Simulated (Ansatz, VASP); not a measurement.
## Mo: VASP beside Ansatz

Contents of POSCAR:

```
Mo
1.0
   -1.5238700000      1.5710000000      1.5710000000
    1.5238700000     -1.5710000000      1.5710000000
    1.5238700000      1.5710000000     -1.5710000000
Mo
1
Direct
    0.0000000000      0.0000000000      0.0000000000
```

File INCAR.step1:

```
SYSTEM = Mo
PREC = Accurate
ENCUT = 520
ISMEAR = 0
SIGMA = 0.15
LREAL = .FALSE.
LASPH = .TRUE.
NELM = 80
NBANDS = 13
GGA = PE
ALGO = Normal
EDIFF = 1E-4
LWAVE = .TRUE.
LCHARG = .FALSE.
```

INCAR.step2

```
SYSTEM = Mo
PREC = Accurate
ENCUT = 520
EDIFF = 1E-6
ISMEAR = 0
SIGMA = 0.15
LREAL = .FALSE.
LASPH = .TRUE.
NELM = 80
ALGO = Normal
ISIF = 2
LWAVE = .FALSE.
LCHARG = .FALSE.
METAGGA = R2SCAN
LMIXTAU = .TRUE.
NBANDS = 13
ISTART = 1
```

The input KPOINTS:

```
regular mesh
0
G
  22 22 22
  0 0 0
```

Input for Ansatz:

```yaml
crystal:
  lattice:
    - [-1.52387, 1.571, 1.571]
    - [1.52387, -1.571, 1.571]
    - [1.52387, 1.571, -1.571]
  atoms:
    - { symbol: Mo, position: [0.0, 0.0, 0.0] }
basis:
  ecutwfc: 500
kpoints:
  mp_grid: { grid: [22, 22, 22] }
hamiltonian:
  xc: r2scan
scf:
  occupations: { method: gaussian, width: 0.15 }
output:
  forces: true
  stress: true
  eigenvalues: true
```

Change from the starting cell: strain -0.0300 x Voigt [1, 0, 0, 0, 0, 0], atoms carried along.

Alike in both runs: task single point; functional r2SCAN; k mesh 22 × 22 × 22; occupations gaussian, width 0.15 eV; no spin polarisation.

```csv
,VASP,Ansatz
version,VASP 6.6.1,Ansatz 0.2.0
potentials or method,"VASP PAW PBE potentials, release 64 (Mo_sv), cutoff 520 eV","scalar-relativistic, plane waves, PAW"
valence electrons in the cell,14,14
```

```csv
,VASP,Ansatz,Ansatz less VASP
gap on the k mesh at the Fermi level (eV),none,none,-
pressure (GPa),12.9,11.5,-1.36
"traceless stress, the component that is largest in VASP (GPa)",7.33,7.33,+0.001
```

VASP's potentials were made for PBE, not for r2SCAN. A gap of «none» marks a metal or a gap that the smearing closes. The functional is the same, so the differences come from potentials, cutoffs and numerics.
